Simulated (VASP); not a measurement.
# AlN (P6_3/mmc) in VASP: a series of runs

The runs below take AlN through single point, with PBEsol, r2SCAN.

Everything below comes from runs of VASP 6.6.1. Logs are shortened: lines on timing, memory, paths and dates and some standing lists are left out, and cuts for length are marked.

### 1 The cell of the first run

Symmetry: P6_3/mmc, No. 194, hexagonal system. Conventional cell: a = 3.312 Å, b = 3.312 Å, c = 4.188 Å, α = 90.00°, β = 90.00°, γ = 120.00°. Within 2.5 Å of Al (site symmetry -6m2) lie 5 N at 1.91 to 2.09 Å. N (site symmetry -6m2) has 5 Al at 1.91 to 2.09 Å within 2.5 Å.

### 2 Single point, PBEsol

The input, INCAR:

```
SYSTEM = AlN
PREC = Accurate ; ENCUT = 600
EDIFF = 1E-6 ; ISMEAR = 0
SIGMA = 0.02 ; LREAL = .False.
LASPH = .True. ; NELM = 120
ALGO = Normal ; ISIF = 2
LWAVE = .False. ; LCHARG = .True.
GGA = PS ; LELF = .True.
LVHAR = .True. ; NBANDS = 16
GGA_COMPAT = .False.
```

The input, KPOINTS:

```
Automatic mesh
0
Gamma
  6 6 4
  0 0 0
```

The input, POSCAR:

```
AlN
1.0
    3.3121160000      0.0000000000      0.0000000000
   -1.6560580000      2.8683760000      0.0000000000
    0.0000000000      0.0000000000      4.1875630000
Al N
2 2
Direct
    0.3333333333      0.6666666667      0.7500000000
    0.6666666667      0.3333333333      0.2500000000
    0.3333333333      0.6666666667      0.2500000000
    0.6666666667      0.3333333333      0.7500000000
```

Potentials or basis: VASP PAW PBE potentials, release 64 (Al, N).

Command:

```bash
cat potpaw_PBE.64/Al/POTCAR potpaw_PBE.64/N/POTCAR > POTCAR
mpirun -np 1 vasp_std > vasp.out
```

OUTCAR:

```text
SYSTEM = AlN
   PREC = Accurate
   ENCUT = 600
   EDIFF = 1E-6
   ISMEAR = 0
   LREAL = .False.
   LASPH = .True.
   NELM = 120
   ISIF = 2
   GGA = PS

 ion  position               nearest neighbor table
   1  0.333  0.667  0.750-   4 1.91   4 1.91   4 1.91   3 2.09   3 2.09   2 2.84   2 2.84   2 2.84
                             2 2.84   2 2.84   2 2.84
   2  0.667  0.333  0.250-   3 1.91   3 1.91   3 1.91   4 2.09   4 2.09   1 2.84   1 2.84   1 2.84
                             1 2.84   1 2.84   1 2.84
   3  0.333  0.667  0.250-   2 1.91   2 1.91   2 1.91   1 2.09   1 2.09
   4  0.667  0.333  0.750-   1 1.91   1 1.91   1 1.91   2 2.09   2 2.09

  LATTYP: Found a hexagonal cell.
 ALAT       =     3.3121160000
 C/A-ratio  =     1.2643165276

  Lattice vectors:

 A1 = (   3.3121160000,   0.0000000000,   0.0000000000)
 A2 = (  -1.6560580000,   2.8683760000,   0.0000000000)
 A3 = (   0.0000000000,   0.0000000000,   4.1875630000)

Analysis of symmetry for initial positions (statically):
=====================================================================
 Subroutine PRICEL returns:
 Original cell was already a primitive cell.

 Routine SETGRP: Setting up the symmetry group for a
 hexagonal supercell.

 Subroutine GETGRP returns: Found 24 space group operations
 (whereof 12 operations were pure point group operations)
 out of a pool of 24 trial point group operations.

The static configuration has the point symmetry D_3d.
 The point group associated with its full space group is D_6h.

Analysis of symmetry for dynamics (positions and initial velocities):
=====================================================================
 Subroutine PRICEL returns:
 Original cell was already a primitive cell.

 Routine SETGRP: Setting up the symmetry group for a
 hexagonal supercell.

 Subroutine GETGRP returns: Found 24 space group operations
 (whereof 12 operations were pure point group operations)
 out of a pool of 24 trial point group operations.

The dynamic configuration has the point symmetry D_3d.
 The point group associated with its full space group is D_6h.

 Subroutine INISYM returns: Found 24 space group operations
 (whereof 12 operations are pure point group operations),
 and found     1 'primitive' translations

----------------------------------------------------------------------------------------

                                     Primitive cell

  volume of cell :      39.7835

  direct lattice vectors                    reciprocal lattice vectors
     3.312116000  0.000000000  0.000000000     0.301921793  0.174314664  0.000000000
    -1.656058000  2.868376000  0.000000000     0.000000000  0.348629329  0.000000000
     0.000000000  0.000000000  4.187563000     0.000000000  0.000000000  0.238802377

  length of vectors
     3.312116000  3.312115484  4.187563000     0.348629275  0.348629329  0.238802377

  position of ions in fractional coordinates (direct lattice)
     0.333333333  0.666666667  0.750000000
     0.666666667  0.333333333  0.250000000
     0.333333333  0.666666667  0.250000000
     0.666666667  0.333333333  0.750000000

  ion indices of the primitive-cell ions
   primitive index   ion index
                 1           1
                 2           2
                 3           3
                 4           4

----------------------------------------------------------------------------------------

 KPOINTS: Automatic mesh

Automatic generation of k-mesh.
 Grid dimensions read from file:
 generate k-points for:    6    6    4

 Generating k-lattice:

  Cartesian coordinates                     Fractional coordinates (reciprocal lattice)
     0.050320299  0.029052444  0.000000000     0.166666667  0.000000000  0.000000000
     0.000000000  0.058104888  0.000000000     0.000000000  0.166666667  0.000000000
     0.000000000  0.000000000  0.059700594     0.000000000  0.000000000  0.250000000

  Length of vectors
     0.058104879  0.058104888  0.059700594

  Shift w.r.t. Gamma in fractional coordinates (k-lattice)
     0.000000000  0.000000000  0.000000000

 Subroutine IBZKPT returns following result:
 ===========================================

 Found     21 irreducible k-points:

 Following reciprocal coordinates:
            Coordinates               Weight
  0.000000  0.000000  0.000000      1.000000
  0.166667 -0.000000  0.000000      6.000000
  0.333333 -0.000000  0.000000      6.000000
  0.500000 -0.000000  0.000000      3.000000
  0.166667  0.166667  0.000000      6.000000
  0.333333  0.166667  0.000000     12.000000
[... 13 lines left out ...]
  0.333333  0.166667  0.500000     12.000000
  0.333333  0.333333  0.500000      2.000000
   k-points           NKPTS =     21   k-points in BZ     NKDIM =     21   number of bands    NBANDS=     16
   number of dos      NEDOS =    301   number of ions     NIONS =      4
   total plane-waves  NPLWV =  28224
   dimension x,y,z NGX =    28 NGY =   28 NGZ =   36
   dimension x,y,z NGXF=    56 NGYF=   56 NGZF=   72
   ions per type =               2   2
   NGX,Y,Z   is equivalent  to a cutoff of  14.05, 14.05, 14.29 a.u.
   NGXF,Y,Z  is equivalent  to a cutoff of  28.11, 28.11, 28.58 a.u.
 SYSTEM =  AlN
   PREC   = accura    normal or accurate (medium, high low for compatibility)
   ISTART =      0    job   : 0-new  1-cont  2-samecut
   ICHARG =      2    charge: 1-file 2-atom 10-const
   ISPIN  =      1    spin polarized calculation?
   LNONCOLLINEAR =      F non collinear calculations
   LSORBIT =      F    spin-orbit coupling
   LASPH  =      T    aspherical Exc in radial PAW
   ENCUT  =  600.0 eV  44.10 Ry    6.64 a.u.   6.62  6.62  8.36*2*pi/ulx,y,z
   NELM   =    120;   NELMIN=  2; NELMDL= -5     # of ELM steps
   EDIFF  = 0.1E-05   stopping-criterion for ELM
   LREAL  =      F    real-space projection
   EDIFFG = 0.1E-04   stopping-criterion for IOM
   NSW    =      0    number of steps for IOM
   IBRION =     -1    ionic relax: 0-MD 1-quasi-New 2-CG
   NFREE  =      0    steps in history (QN), initial steepest desc. (CG)
   ISIF   =      2    stress and relaxation
   ISYM   =      2    0-nonsym 1-usesym 2-fastsym
   POTIM  = 0.5000    time-step for ionic-motion
   TEBEG  =    0.0;   TEEND  =   0.0 temperature during run
   PSTRESS=    0.0 pullay stress
   NELECT =      16.0000    total number of electrons
   NUPDOWN=      -1.0000    fix difference up-down
   EMIN   =  10.00;   EMAX   =-10.00  energy-range for DOS
   EFERMI =   0.00;   METHOD = LEGACY
   ISMEAR =     0;   SIGMA  =   0.02  broadening in eV -4-tet -1-fermi 0-gaus
   EFERMI_NEDOS =   21; number of points for ismear=-14 and -15
   IALGO  =     38    algorithm
   IMIX   =      4    mixing-type and parameters
     AMIX     =   0.40;   BMIX     =  1.00
     AMIX_MAG =   1.60;   BMIX_MAG =  1.00
  volume/ion in A,a.u.               =       9.95        67.12
  Fermi-wavevector in a.u.,A,eV,Ry     =   1.208409  2.283561 19.867928  1.460252
  Thomas-Fermi vector in A             =   2.344017
   LORBIT       =      0    0 simple, 1 ext, 2 COOP (PROOUT), +10 PAW based schemes
   GGA     = PS    functional components
   LHFCALC =     F    Hartree Fock is set to
   AEXX    =    0.0000 exact exchange contribution
   IVDW    =     0    specifies the selected vdW correction
   LEPSILON=     F    determine dielectric tensor
   LRPA    =     F    only Hartree local field effects (RPA)
 non-spin polarized calculation
 Gauss-broadening in eV      SIGMA  =   0.02
  energy-cutoff  :      600.00
  volume of cell :       39.78
 maximum number of plane-waves:      1349
 NGX is ok and might be reduce to    28
   NGX = 13   NGY = 13   NGZ = 17

 number of electron      16.0000002 magnetization

 Free energy of the ion-electron system (eV)
  ---------------------------------------------------
  ext. energy  EPLUGINS =         0.00000000
  ---------------------------------------------------
  free energy    TOTEN  =       -30.94084580 eV

  energy without entropy =      -30.94084580  energy(sigma->0) =      -30.94084580

 E-fermi :   7.9437     XC(G=0): -11.3529

 val. band max:        7.8597440091   @ k =   0.0000   0.0000   0.0000
 cond. band min:      11.0473400983   @ k =   0.0000   0.0000   0.0000
 fundamental gap:      3.1875960893
 Fermi energy:         7.9437060566

 k-point     1 :       0.0000    0.0000    0.0000
  band No.  band energies     occupation
      1      -8.9069      2.00000
      2      -5.2339      2.00000
      3       0.9368      2.00000
      4       4.5760      2.00000
      5       4.5760      2.00000
      6       6.2437      2.00000
[... 8 lines left out ...]
     15      19.5365      0.00000
     16      19.6778      0.00000

 k-point     2 :       0.1667   -0.0000    0.0000
  band No.  band energies     occupation
      1      -8.5927      2.00000
      2      -5.2351      2.00000
      3       1.2767      2.00000
      4       3.5462      2.00000
      5       4.1765      2.00000
      6       5.2941      2.00000
[... 8 lines left out ...]
     15      18.6011      0.00000
     16      19.7709      0.00000

 k-point     3 :       0.3333   -0.0000    0.0000
  band No.  band energies     occupation
      1      -7.7571      2.00000
      2      -5.4424      2.00000
      3       1.9681      2.00000
      4       2.2169      2.00000
      5       3.5921      2.00000
      6       4.0465      2.00000
[... 8 lines left out ...]
     15      19.1166      0.00000
     16      20.6053      0.00000

 k-point     4 :       0.5000   -0.0000    0.0000
  band No.  band energies     occupation
      1      -7.0310      2.00000
      2      -5.8688      2.00000
      3       1.3549      2.00000
      4       3.0965      2.00000
      5       3.3552      2.00000
      6       3.5287      2.00000
[... 8 lines left out ...]
     15      20.9686      0.00000
     16      20.9802      0.00000
[... 267 lines left out ...]
 k-point    19 :       0.1667    0.1667    0.5000
  band No.  band energies     occupation
      1      -6.8054      2.00000
      2      -6.8054      2.00000
      3       1.8648      2.00000
      4       1.8648      2.00000
      5       4.4047      2.00000
      6       4.4047      2.00000
[... 8 lines left out ...]
     15      18.9996      0.00000
     16      18.9996      0.00000

 k-point    20 :       0.3333    0.1667    0.5000
  band No.  band energies     occupation
      1      -6.3064      2.00000
      2      -6.3064      2.00000
      3       0.8988      2.00000
      4       0.8988      2.00000
      5       3.6174      2.00000
      6       3.6174      2.00000
[... 8 lines left out ...]
     15      20.0235      0.00000
     16      20.0235      0.00000

 k-point    21 :       0.3333    0.3333    0.5000
  band No.  band energies     occupation
      1      -6.1276      2.00000
      2      -6.1276      2.00000
      3       0.9751      2.00000
      4       0.9751      2.00000
      5       2.6715      2.00000
      6       2.6715      2.00000
[... 8 lines left out ...]
     15      20.4005      0.00000
     16      20.4005      0.00000

------------------------ aborting loop because EDIFF is reached ----------------------------------------

  FORCE on cell =-STRESS in cart. coord.  units (eV):
  Direction    XX          YY          ZZ          XY          YZ          ZX
  --------------------------------------------------------------------------------------
  -------------------------------------------------------------------------------------
  Total       -0.8319425     -0.8319422     -1.0511481      0.0000000      0.0000000      0.0000000
  in kB      -33.5043303    -33.5043163    -42.3322657      0.0000000      0.0000000      0.0000000
  external PRESSURE =     -36.4469708 kB  Pullay stress =       0.0000000 kB

 VOLUME and BASIS-vectors are now :
 -----------------------------------------------------------------------------
  energy-cutoff  :      600.00
  volume of cell :       39.78
      direct lattice vectors                 reciprocal lattice vectors
     3.312116000  0.000000000  0.000000000     0.301921793  0.174314664  0.000000000
    -1.656058000  2.868376000  0.000000000     0.000000000  0.348629329  0.000000000
     0.000000000  0.000000000  4.187563000     0.000000000  0.000000000  0.238802377

 POSITION                                       TOTAL-FORCE (eV/Angst)
 -----------------------------------------------------------------------------------
     -0.00000      1.91225      3.14067         0.000000      0.000000      0.000000
      1.65606      0.95613      1.04689         0.000000      0.000000      0.000000
     -0.00000      1.91225      1.04689        -0.000000     -0.000000      0.000000
      1.65606      0.95613      3.14067         0.000000      0.000000      0.000000
 -----------------------------------------------------------------------------------
    total drift:                               -0.000000     -0.000000     -0.000000

  FREE ENERGIE OF THE ION-ELECTRON SYSTEM (eV)
  ---------------------------------------------------
  free  energy   TOTEN  =       -30.9408457975 eV

  energy  without entropy=      -30.9408457975  energy(sigma->0) =      -30.94084580
```

Run time: 32 s. Hardware: 1 thread of Intel Xeon 8259CL, shared host; peak memory 0.16 GiB.

What came out:

* Free energy: -30.9408 eV
* Pressure: -3.6 GPa
* Band gap on the k mesh: 3.19 eV

Stress tensor (GPa, compression positive):
```
-3.35  0.00  0.00
 0.00 -3.35  0.00
 0.00  0.00 -4.23
```

Caveat: the cell stands under tension; the PAW data sets were made with another functional, which shifts forces and pressure a little.

### 3 Single point, r2SCAN

POSCAR is that of step 2.

The input, INCAR.step1:

```
ALGO = Normal
EDIFF = 1E-5
ENCUT = 660
GGA = PE
GGA_COMPAT = F
ISMEAR = 0
LASPH = T
LCHARG = F
LREAL = F
LWAVE = T
NBANDS = 16
NELM = 120
PREC = Accurate
SIGMA = 0.02
```

The input, INCAR.step2:

```
ALGO = Normal
EDIFF = 1E-6
ENCUT = 660
GGA_COMPAT = F
ISIF = 2
ISMEAR = 0
ISTART = 1
LASPH = T
LCHARG = F
LMIXTAU = T
LREAL = F
LWAVE = F
METAGGA = R2SCAN
NBANDS = 16
NELM = 120
PREC = Accurate
SIGMA = 0.02
```

The input, KPOINTS:

```
k-points
0
Gamma
  6 6 4
```

Potentials or basis: VASP PAW PBE potentials, release 64 (Al, N).

Command:

```bash
cat potpaw_PBE.64/Al/POTCAR potpaw_PBE.64/N/POTCAR > POTCAR
cp INCAR.step1 INCAR
mpirun -np 1 vasp_std > vasp.out
cp INCAR.step2 INCAR
mpirun -np 1 vasp_std > vasp.out
```

Wall time 2 min (1 thread of Intel Xeon 8259CL, shared host); peak memory 0.17 GiB.

Results (log left out):

| Item | Value |
| --- | --- |
| Free energy | -37.9919 eV |
| Pressure | -5.5 GPa |
| Band gap on the k mesh | 3.86 eV |

Stress tensor (GPa, compression positive):
```
-5.35  0.00  0.00
 0.00 -5.35  0.00
 0.00  0.00 -5.83
```

Levels at points of the mesh, in eV from the valence-band top:
```csv
k point,band 4,band 5,band 6,band 7,band 8,band 9,band 10,band 11,band 12,band 13
"(0.00, 0.00, 0.00)",-3.41,-3.41,-1.70,-1.70,0.00,3.86,5.20,9.03,9.03,12.13
"(0.50, 0.00, 0.00)",-4.87,-4.64,-4.40,-2.95,-1.52,4.54,7.85,7.86,9.86,10.29
"(0.00, 0.00, 0.50)",-3.84,-2.60,-2.60,-2.60,-2.60,6.32,6.32,9.18,9.18,9.18
"(0.50, 0.00, 0.50)",-7.39,-3.36,-3.36,-1.80,-1.80,5.70,5.70,10.10,10.10,12.50
```

Caveat: the cell stands under tension; the PAW data sets were made with another functional, which shifts forces and pressure a little.
